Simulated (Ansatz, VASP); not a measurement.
W in VASP and in Ansatz

File INCAR:

```
  AGGAC = 1.0
  AGGAX = 1.0
  ALDAC = 0.0
  ALDAX = 1.0
  ALGO = Normal
  EDIFF = 1E-6
  ENCUT = 520
  GGA = B5
  ISIF = 2
  ISMEAR = -1
  LASPH = T
  LCHARG = F
  LREAL = F
  LWAVE = F
  NBANDS = 21
  NELM = 80
  PREC = Accurate
  SIGMA = 0.1
```

KPOINTS

```
k-points
0
Gamma
  15 15 7
```

File POSCAR:

```
W
1.0
    2.8404343278      0.0000000000      0.0000000000
   -1.4202171639      2.4598882857      0.0000000000
    0.0000000000      0.0000000000      5.0973046518
W
2
Direct
    0.3333333333      0.6666666667      0.2500000000
    0.6666666667      0.3333333333      0.7500000000
```

Input for Ansatz:

```yaml
crystal:
  lattice:
    - [2.8404343278, 0.0, 0.0]
    - [-1.4202171639, 2.4598882857, 0.0]
    - [0.0, 0.0, 5.0973046518]
  atoms:
    - { symbol: W, position: [0.3333333333, 0.6666666667, 0.25] }
    - { symbol: W, position: [0.6666666667, 0.3333333333, 0.75] }
hamiltonian:
  xc: blyp
  pseudopotentials:
    kind: paw
    azcp:
      W: "pseudopotentials/W.paw.azcp"
basis:
  ecutwfc: 420
  fft_grid_basis: typed
kpoints:
  mp_grid: { grid: [15, 15, 7], shift: [0, 0, 0] }
magnetization:
  spin_polarized: false
scf:
  occupations: { method: fermi_dirac, width: 0.1 }
  lower_state_search: "off"
output:
  stress: true
```

Alike in both runs: task single point; functional BLYP; k mesh 15 × 15 × 7; occupations fermi-dirac, width 0.1 eV; no spin polarisation.

```csv
,VASP,Ansatz
version,VASP 6.6.1,Ansatz 0.2.0
potentials or method,"VASP PAW PBE potentials, release 64 (W_sv), cutoff 520 eV","plane waves (420 eV) with PAW, scalar-relativistic"
valence electrons in the cell,28,28
```

|  | VASP | Ansatz | Ansatz less VASP |
| --- | --- | --- | --- |
| pressure (GPa) | -8.0 | -9.2 | -1.16 |
| traceless stress, the component that is largest in VASP (GPa) | 0.91 | 1.18 | +0.278 |

VASP's potentials were made for PBE, not for BLYP. The functional is the same, so the differences come from potentials, cutoffs and numerics.

Neither program's run includes spin-orbit coupling.
